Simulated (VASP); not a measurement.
Input of a VASP 6.6.1 run:

The input INCAR:

```
ALGO = Normal ; EDIFF = 1E-6
ENCUT = 500 ; GGA = PS
GGA_COMPAT = False ; ISIF = 2
ISMEAR = 0 ; LASPH = True
LCHARG = False ; LREAL = False
LWAVE = False ; NBANDS = 56
NELM = 120 ; PREC = Accurate
SIGMA = 0.1
```

Contents of KPOINTS:

```
k-points
0
Gamma
  8 8 8
```

Contents of POSCAR:

```
Ti3Pt
1.0
    4.9811343010      0.0000000000      0.0000000000
    0.0000000000      4.9811343010      0.0000000000
    0.0000000000      0.0000000000      4.9811343010
Ti Pt
6 2
Direct
    0.2500000000      0.0000000000      0.5000000000
    0.5000000000      0.7500000000      0.0000000000
    0.7500000000      0.0000000000      0.5000000000
    0.5000000000      0.2500000000      0.0000000000
    0.0000000000      0.5000000000      0.7500000000
    0.0000000000      0.5000000000      0.2500000000
    0.0000000000      0.0000000000      0.0000000000
    0.5000000000      0.5000000000      0.5000000000
```

Potentials or basis: VASP PAW PBE potentials, release 64 (Ti_sv, Pt).

Command:

```console
$ cat potpaw_PBE.64/Ti_sv/POTCAR potpaw_PBE.64/Pt/POTCAR > POTCAR
$ mpirun -np 1 vasp_std > vasp.out
```

Estimate the band gap on the k mesh.

zero (band 46 reaches 9.76 eV, above the bottom of band 47 at 9.23 eV).

Predict the pressure.

-0.2 GPa.

Caveat: the PAW data sets were made with another functional, which shifts forces and pressure a little; spin-orbit coupling is left out, which moves the levels of the heavy elements.
